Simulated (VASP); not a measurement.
# As (P6_3/mmc) in VASP: further runs

The runs below take As through single point, with r2SCAN.

All numbers are computed with VASP 6.6.1; they aren't measurements. Logs are shortened: lines on timing, memory, paths and dates and some standing lists are left out, and cuts for length are marked.

### 1 The cell of the first run

Symmetry: P6_3/mmc, No. 194, hexagonal system. Conventional cell: a = 3.832 Å, b = 3.832 Å, c = 6.323 Å, α = 90.00°, β = 90.00°, γ = 120.00°. As (site symmetry 3m) has 4 As at 2.35 to 2.37 Å within 3.1 Å.

### 2 Single point, r2SCAN

POSCAR

```
As
1.0
    3.8322932247      0.0000000000      0.0000000000
   -1.9161466124      3.3188632874      0.0000000000
    0.0000000000      0.0000000000      6.3232838208
As
4
Direct
    0.3333333333      0.6666666667      0.4375000000
    0.6666666667      0.3333333333      0.9375000000
    0.6666666667      0.3333333333      0.5625000000
    0.3333333333      0.6666666667      0.0625000000
```

INCAR.step1

```
PREC = Accurate
ENCUT = 520
ISMEAR = 0
SIGMA = 0.1
LREAL = False
LASPH = True
NELM = 60
NBANDS = 18
GGA = PE
ALGO = Normal
EDIFF = 1E-4
LWAVE = True
LCHARG = False
```

INCAR.step2

```
PREC = Accurate
ENCUT = 520
EDIFF = 1E-6
ISMEAR = 0
SIGMA = 0.1
LREAL = False
LASPH = True
NELM = 60
ALGO = Normal
ISIF = 2
LWAVE = False
LCHARG = False
METAGGA = R2SCAN
LMIXTAU = True
NBANDS = 18
ISTART = 1
```

KPOINTS

```
regular mesh
0
Gamma
  6 6 4
```

Potentials or basis: VASP PAW PBE potentials, release 64 (As).

On the command line:

```console
cat potpaw_PBE.64/As/POTCAR > POTCAR
cp INCAR.step1 INCAR
mpirun -np 1 vasp_std > vasp.out
cp INCAR.step2 INCAR
mpirun -np 1 vasp_std > vasp.out
```

OUTCAR:

```text
PREC = Accurate
   ENCUT = 520
   EDIFF = 1E-6
   ISMEAR = 0
   LREAL = False
   LASPH = True
   NELM = 60
   ISIF = 2
   METAGGA = R2SCAN
   ISTART = 1

 ion  position               nearest neighbor table
   1  0.333  0.667  0.438-   3 2.35   3 2.35   3 2.35   4 2.37
   2  0.667  0.333  0.938-   4 2.35   4 2.35   4 2.35   3 2.37
   3  0.667  0.333  0.562-   1 2.35   1 2.35   1 2.35   2 2.37
   4  0.333  0.667  0.062-   2 2.35   2 2.35   2 2.35   1 2.37

  LATTYP: Found a hexagonal cell.
 ALAT       =     3.8322932247
 C/A-ratio  =     1.6500000000

  Lattice vectors:

 A1 = (   3.8322932247,   0.0000000000,   0.0000000000)
 A2 = (  -1.9161466124,   3.3188632874,   0.0000000000)
 A3 = (   0.0000000000,   0.0000000000,   6.3232838208)

Analysis of symmetry for initial positions (statically):
=====================================================================
 Subroutine PRICEL returns:
 Original cell was already a primitive cell.

 Routine SETGRP: Setting up the symmetry group for a
 hexagonal supercell.

 Subroutine GETGRP returns: Found 24 space group operations
 (whereof 12 operations were pure point group operations)
 out of a pool of 24 trial point group operations.

The static configuration has the point symmetry D_3d.
 The point group associated with its full space group is D_6h.

Analysis of symmetry for dynamics (positions and initial velocities):
=====================================================================
 Subroutine PRICEL returns:
 Original cell was already a primitive cell.

 Routine SETGRP: Setting up the symmetry group for a
 hexagonal supercell.

 Subroutine GETGRP returns: Found 24 space group operations
 (whereof 12 operations were pure point group operations)
 out of a pool of 24 trial point group operations.

The dynamic configuration has the point symmetry D_3d.
 The point group associated with its full space group is D_6h.

 Subroutine INISYM returns: Found 24 space group operations
 (whereof 12 operations are pure point group operations),
 and found     1 'primitive' translations

----------------------------------------------------------------------------------------

                                     Primitive cell

  volume of cell :      80.4249

  direct lattice vectors                    reciprocal lattice vectors
     3.832293225  0.000000000  0.000000000     0.260940367  0.150653991  0.000000000
    -1.916146612  3.318863287  0.000000000     0.000000000  0.301307982  0.000000000
     0.000000000  0.000000000  6.323283821     0.000000000  0.000000000  0.158145677

  length of vectors
     3.832293225  3.832293225  6.323283821     0.301307982  0.301307982  0.158145677

  position of ions in fractional coordinates (direct lattice)
     0.333333333  0.666666667  0.437500000
     0.666666667  0.333333333  0.937500000
     0.666666667  0.333333333  0.562500000
     0.333333333  0.666666667  0.062500000

  ion indices of the primitive-cell ions
   primitive index   ion index
                 1           1
                 2           2
                 3           3
                 4           4

----------------------------------------------------------------------------------------

 KPOINTS: regular mesh

Automatic generation of k-mesh.
 Grid dimensions read from file:
 generate k-points for:    6    6    4

 Generating k-lattice:

  Cartesian coordinates                     Fractional coordinates (reciprocal lattice)
     0.043490061  0.025108999  0.000000000     0.166666667 -0.000000000  0.000000000
     0.000000000  0.050217997  0.000000000     0.000000000  0.166666667  0.000000000
     0.000000000  0.000000000  0.039536419     0.000000000  0.000000000  0.250000000

  Length of vectors
     0.050217997  0.050217997  0.039536419

  Shift w.r.t. Gamma in fractional coordinates (k-lattice)
     0.000000000  0.000000000  0.000000000

 Subroutine IBZKPT returns following result:
 ===========================================

 Found     21 irreducible k-points:

 Following reciprocal coordinates:
            Coordinates               Weight
  0.000000  0.000000  0.000000      1.000000
  0.166667 -0.000000  0.000000      6.000000
  0.333333 -0.000000  0.000000      6.000000
  0.500000  0.000000  0.000000      3.000000
  0.166667  0.166667  0.000000      6.000000
  0.333333  0.166667  0.000000     12.000000
[... 13 lines left out ...]
  0.333333  0.166667  0.500000     12.000000
  0.333333  0.333333  0.500000      2.000000
   k-points           NKPTS =     21   k-points in BZ     NKDIM =     21   number of bands    NBANDS=     18
   number of dos      NEDOS =    301   number of ions     NIONS =      4
   total plane-waves  NPLWV =  43200
   dimension x,y,z NGX =    30 NGY =   30 NGZ =   48
   dimension x,y,z NGXF=    60 NGYF=   60 NGZF=   96
   ions per type =               4
   NGX,Y,Z   is equivalent  to a cutoff of  13.01, 13.01, 12.62 a.u.
   NGXF,Y,Z  is equivalent  to a cutoff of  26.03, 26.03, 25.24 a.u.
 SYSTEM =  unknown system
   PREC   = accura    normal or accurate (medium, high low for compatibility)
   ISTART =      1    job   : 0-new  1-cont  2-samecut
   ICHARG =      0    charge: 1-file 2-atom 10-const
   ISPIN  =      1    spin polarized calculation?
   LNONCOLLINEAR =      F non collinear calculations
   LSORBIT =      F    spin-orbit coupling
   LASPH  =      T    aspherical Exc in radial PAW
   ENCUT  =  520.0 eV  38.22 Ry    6.18 a.u.   7.13  7.13 11.76*2*pi/ulx,y,z
   NELM   =     60;   NELMIN=  2; NELMDL=  0     # of ELM steps
   EDIFF  = 0.1E-05   stopping-criterion for ELM
   LREAL  =      F    real-space projection
   EDIFFG = 0.1E-04   stopping-criterion for IOM
   NSW    =      0    number of steps for IOM
   IBRION =     -1    ionic relax: 0-MD 1-quasi-New 2-CG
   NFREE  =      0    steps in history (QN), initial steepest desc. (CG)
   ISIF   =      2    stress and relaxation
   ISYM   =      2    0-nonsym 1-usesym 2-fastsym
   POTIM  = 0.5000    time-step for ionic-motion
   TEBEG  =    0.0;   TEEND  =   0.0 temperature during run
   PSTRESS=    0.0 pullay stress
   NELECT =      20.0000    total number of electrons
   NUPDOWN=      -1.0000    fix difference up-down
   EMIN   =  10.00;   EMAX   =-10.00  energy-range for DOS
   EFERMI =   0.00;   METHOD = LEGACY
   ISMEAR =     0;   SIGMA  =   0.10  broadening in eV -4-tet -1-fermi 0-gaus
   EFERMI_NEDOS =   21; number of points for ismear=-14 and -15
   IALGO  =     38    algorithm
   IMIX   =      4    mixing-type and parameters
     AMIX     =   0.40;   BMIX     =  1.00
     AMIX_MAG =   1.60;   BMIX_MAG =  1.00
  volume/ion in A,a.u.               =      20.11       135.68
  Fermi-wavevector in a.u.,A,eV,Ry     =   1.029488  1.945450 14.420071  1.059845
  Thomas-Fermi vector in A             =   2.163538
   LORBIT       =      0    0 simple, 1 ext, 2 COOP (PROOUT), +10 PAW based schemes
   METAGGA = R2SCAN    functional components
   LHFCALC =     F    Hartree Fock is set to
   AEXX    =    0.0000 exact exchange contribution
   IVDW    =     0    specifies the selected vdW correction
   LEPSILON=     F    determine dielectric tensor
   LRPA    =     F    only Hartree local field effects (RPA)
 non-spin polarized calculation
 Gauss-broadening in eV      SIGMA  =   0.10
  energy-cutoff  :      520.00
  volume of cell :       80.42
 maximum number of plane-waves:      2208
 NGX is ok and might be reduce to    30
   NGX = 15   NGY = 15   NGZ = 23

 number of electron      19.9999994 magnetization

 Free energy of the ion-electron system (eV)
  ---------------------------------------------------
  ext. energy  EPLUGINS =         0.00000000
  ---------------------------------------------------
  free energy    TOTEN  =       -55.03059797 eV

  energy without entropy =      -55.02449620  energy(sigma->0) =      -55.02754708

 E-fermi :   6.7924     XC(G=0): -10.5563

 val. band max:        6.7555612435   @ k =   0.0000   0.0000   0.2500
 cond. band min:       6.8622199915   @ k =   0.3333   0.1667   0.0000
 fundamental gap:      0.1066587479
 Fermi energy:         6.7923825558

 k-point     1 :       0.0000    0.0000    0.0000
  band No.  band energies     occupation
      1     -11.0663      2.00000
      2      -8.9589      2.00000
      3      -5.0476      2.00000
      4       1.7089      2.00000
      5       1.7089      2.00000
      6       2.7939      2.00000
[... 10 lines left out ...]
     17      12.6975      0.00000
     18      12.6975      0.00000

 k-point     2 :       0.1667   -0.0000    0.0000
  band No.  band energies     occupation
      1     -10.7422      2.00000
      2      -8.6151      2.00000
      3      -5.1578      2.00000
      4      -0.2589      2.00000
      5      -0.0075      2.00000
      6       1.1759      2.00000
[... 10 lines left out ...]
     17      12.4500      0.00000
     18      12.9814      0.00000

 k-point     3 :       0.3333   -0.0000    0.0000
  band No.  band energies     occupation
      1      -9.8340      2.00000
      2      -7.6381      2.00000
      3      -6.0116      2.00000
      4      -2.8281      2.00000
      5      -1.4077      2.00000
      6       0.4155      2.00000
[... 10 lines left out ...]
     17      12.5168      0.00000
     18      12.9397      0.00000

 k-point     4 :       0.5000    0.0000    0.0000
  band No.  band energies     occupation
      1      -8.9706      2.00000
      2      -7.0535      2.00000
      3      -6.6781      2.00000
      4      -4.4292      2.00000
      5      -1.3030      2.00000
      6       0.1153      2.00000
[... 10 lines left out ...]
     17      14.0084      0.00000
     18      15.3697      0.00000

 k-point     5 :       0.1667    0.1667    0.0000
  band No.  band energies     occupation
      1     -10.1182      2.00000
      2      -7.9466      2.00000
      3      -5.6568      2.00000
      4      -2.0433      2.00000
      5      -1.1155      2.00000
      6      -0.0142      2.00000
[... 10 lines left out ...]
     17      12.4855      0.00000
     18      12.5810      0.00000

 k-point     6 :       0.3333    0.1667    0.0000
  band No.  band energies     occupation
      1      -9.0423      2.00000
      2      -6.8706      2.00000
      3      -6.7629      2.00000
      4      -4.1465      2.00000
      5      -1.2688      2.00000
      6      -0.6346      2.00000
[... 10 lines left out ...]
     17      12.7246      0.00000
     18      14.2755      0.00000

 k-point     7 :       0.3333    0.3333    0.0000
  band No.  band energies     occupation
      1      -7.9519      2.00000
      2      -7.9519      2.00000
      3      -5.5032      2.00000
      4      -5.5032      2.00000
      5      -1.6803      2.00000
      6      -0.1528      2.00000
[... 10 lines left out ...]
     17      12.1879      0.00000
     18      12.1879      0.00000

 k-point     8 :       0.0000    0.0000    0.2500
  band No.  band energies     occupation
      1     -10.8647      2.00000
      2      -9.4671      2.00000
      3      -4.1303      2.00000
      4       0.3656      2.00000
      5       1.8790      2.00000
      6       1.8790      2.00000
[... 10 lines left out ...]
     17      12.6119      0.00000
     18      13.2707      0.00000
[... 166 lines left out ...]
     17      13.8087      0.00000
     18      13.8087      0.00000

 k-point    17 :       0.3333   -0.0000    0.5000
  band No.  band energies     occupation
      1      -9.0751      2.00000
      2      -9.0751      2.00000
      3      -4.3285      2.00000
      4      -4.3285      2.00000
      5       0.4739      2.00000
      6       0.4739      2.00000
[... 10 lines left out ...]
     17      13.7228      0.00000
     18      13.7228      0.00000

 k-point    18 :       0.5000    0.0000    0.5000
  band No.  band energies     occupation
      1      -8.2956      2.00000
      2      -8.2956      2.00000
      3      -5.5730      2.00000
      4      -5.5730      2.00000
      5       0.6731      2.00000
      6       0.6731      2.00000
[... 10 lines left out ...]
     17      15.6381      0.00000
     18      15.6381      0.00000

 k-point    19 :       0.1667    0.1667    0.5000
  band No.  band energies     occupation
      1      -9.3496      2.00000
      2      -9.3496      2.00000
      3      -3.7530      2.00000
      4      -3.7530      2.00000
      5       0.5698      2.00000
      6       0.5698      2.00000
[... 10 lines left out ...]
     17      14.1541      0.00000
     18      14.1541      0.00000

 k-point    20 :       0.3333    0.1667    0.5000
  band No.  band energies     occupation
      1      -8.3507      2.00000
      2      -8.3507      2.00000
      3      -5.3530      2.00000
      4      -5.3530      2.00000
      5      -0.2302      2.00000
      6      -0.2302      2.00000
[... 10 lines left out ...]
     17      14.7547      0.00000
     18      14.7547      0.00000

 k-point    21 :       0.3333    0.3333    0.5000
  band No.  band energies     occupation
      1      -7.7660      2.00000
      2      -7.7660      2.00000
      3      -5.9915      2.00000
      4      -5.9915      2.00000
      5      -0.9665      2.00000
      6      -0.9665      2.00000
[... 10 lines left out ...]
     17      12.6254      0.00000
     18      12.6254      0.00000

------------------------ aborting loop because EDIFF is reached ----------------------------------------

  FORCE on cell =-STRESS in cart. coord.  units (eV):
  Direction    XX          YY          ZZ          XY          YZ          ZX
  --------------------------------------------------------------------------------------
  -------------------------------------------------------------------------------------
  Total       16.6524856     16.6524856     13.9350522     -0.0000000     -0.0000000      0.0000000
  in kB      331.7407933    331.7407933    277.6057211     -0.0000000     -0.0000000      0.0000000
  external PRESSURE =     313.6957693 kB  Pullay stress =       0.0000000 kB

 VOLUME and BASIS-vectors are now :
 -----------------------------------------------------------------------------
  energy-cutoff  :      520.00
  volume of cell :       80.42
      direct lattice vectors                 reciprocal lattice vectors
     3.832293225  0.000000000  0.000000000     0.260940367  0.150653991  0.000000000
    -1.916146612  3.318863287  0.000000000     0.000000000  0.301307982  0.000000000
     0.000000000  0.000000000  6.323283821     0.000000000  0.000000000  0.158145677

 POSITION                                       TOTAL-FORCE (eV/Angst)
 -----------------------------------------------------------------------------------
     -0.00000      2.21258      2.76644        -0.000000      0.000000     -0.485471
      1.91615      1.10629      5.92808        -0.000000     -0.000000     -0.485471
      1.91615      1.10629      3.55685        -0.000000      0.000000      0.485471
     -0.00000      2.21258      0.39521         0.000000      0.000000      0.485471
 -----------------------------------------------------------------------------------
    total drift:                               -0.000000      0.000000      0.000000

  FREE ENERGIE OF THE ION-ELECTRON SYSTEM (eV)
  ---------------------------------------------------
  free  energy   TOTEN  =       -55.0305979663 eV

  energy  without entropy=      -55.0244962002  energy(sigma->0) =      -55.02754708
```

Wall time 1.9 min (1 thread of Intel Xeon Platinum 8375C at 2.90GHz (Ice Lake), shared host); peak memory 0.2 GiB.

Results:

```yaml
Free_energy: -55.0306 eV
Pressure: 31.4 GPa
Largest_force: 0.485 eV/Å
Band_gap_on_the_k_mesh: zero (band 10 reaches 8.48 eV, above the bottom of band 11 at 6.37 eV)
```

Forces on the atoms (eV/Å):
```
As   0.000  0.000 -0.485
As   0.000  0.000 -0.485
As   0.000  0.000  0.485
As   0.000  0.000  0.485
```

Caveat: the PAW data sets were made with another functional, which shifts forces and pressure a little.

### 3 Single point, r2SCAN

This run uses another cell than the first one, of 26.04 Å³/atom, 1.295 times its volume.

POSCAR

```
As
1.0
    4.5892864040      0.0000000000      0.0000000000
   -2.2946432020      3.9744386111      0.0000000000
    0.0000000000      0.0000000000      5.7102529427
As
4
Direct
    0.3333333333      0.6666666667      0.4640164584
    0.6666666667      0.3333333333      0.9640164584
    0.6666666667      0.3333333333      0.5359835416
    0.3333333333      0.6666666667      0.0359835416
```

INCAR.step1

```
SYSTEM = As
ALGO     = Normal         ! electronic algorithm
EDIFF    = 1E-4           ! SCF threshold, eV
ENCUT    = 520            ! plane-wave cutoff, eV
GGA      = PE             ! functional
ISMEAR   = 0              ! smearing method
LASPH    = .True.         ! aspherical terms in the spheres
LCHARG   = .False.        ! write CHGCAR
LREAL    = .False.        ! projectors in reciprocal space
LWAVE    = .True.         ! write WAVECAR
NBANDS   = 18             ! bands
NELM     = 100            ! most SCF steps
PREC     = Accurate       ! precision mode
SIGMA    = 0.1            ! smearing width, eV
```

INCAR.step2

```
SYSTEM = As
ALGO     = Normal         ! electronic algorithm
EDIFF    = 1E-6           ! SCF threshold, eV
ENCUT    = 520            ! plane-wave cutoff, eV
ISIF     = 2              ! what is computed and relaxed
ISMEAR   = 0              ! smearing method
ISTART   = 1            
LASPH    = .True.         ! aspherical terms in the spheres
LCHARG   = .False.        ! write CHGCAR
LMIXTAU  = .True.       
LREAL    = .False.        ! projectors in reciprocal space
LWAVE    = .False.        ! write WAVECAR
METAGGA  = R2SCAN         ! meta-GGA
NBANDS   = 18             ! bands
NELM     = 100            ! most SCF steps
PREC     = Accurate       ! precision mode
SIGMA    = 0.1            ! smearing width, eV
```

KPOINTS

```
k-points
0
Gamma
  6 6 4
  0 0 0
```

Potentials or basis: VASP PAW PBE potentials, release 64 (As).

On the command line:

```console
cat potpaw_PBE.64/As/POTCAR > POTCAR
cp INCAR.step1 INCAR
mpirun -np 1 vasp_std > vasp.out
cp INCAR.step2 INCAR
mpirun -np 1 vasp_std > vasp.out
```

It took 2.3 min on 1 thread of Intel Xeon Platinum 8375C at 2.90GHz (Ice Lake), shared host; peak memory 0.23 GiB.

Results (log left out):

| Property | Result |
| --- | --- |
| Free energy | -57.9504 eV |
| Pressure | 0.2 GPa |
| Largest force | 0.035 eV/Å |
| Band gap on the k mesh | zero (band 10 reaches 4.03 eV, above the bottom of band 11 at 3.32 eV) |

Forces on the atoms (eV/Å):
```
As   0.000  0.000  0.035
As   0.000  0.000  0.035
As   0.000  0.000 -0.035
As   0.000  0.000 -0.035
```

Stress tensor (GPa, compression positive):
```
0.19 0.00 0.00
0.00 0.19 0.00
0.00 0.00 0.31
```

Levels at points of the mesh, in eV from the Fermi level:
| k point | band 8 | band 9 | band 10 | band 11 | band 12 | band 13 |
| --- | --- | --- | --- | --- | --- | --- |
| (0.00, 0.00, 0.00) | -2.69 | -2.25 | -2.25 | -0.37 | -0.37 | 2.49 |
| (0.50, 0.00, 0.00) | -3.07 | -2.83 | -0.59 | 1.92 | 1.96 | 4.49 |
| (0.00, 0.00, 0.50) | -3.66 | -2.55 | -2.55 | 0.89 | 0.89 | 0.89 |
| (0.50, 0.00, 0.50) | -3.20 | -1.61 | -1.61 | 0.96 | 0.96 | 3.40 |

Caveat: the PAW data sets were made with another functional, which shifts forces and pressure a little.
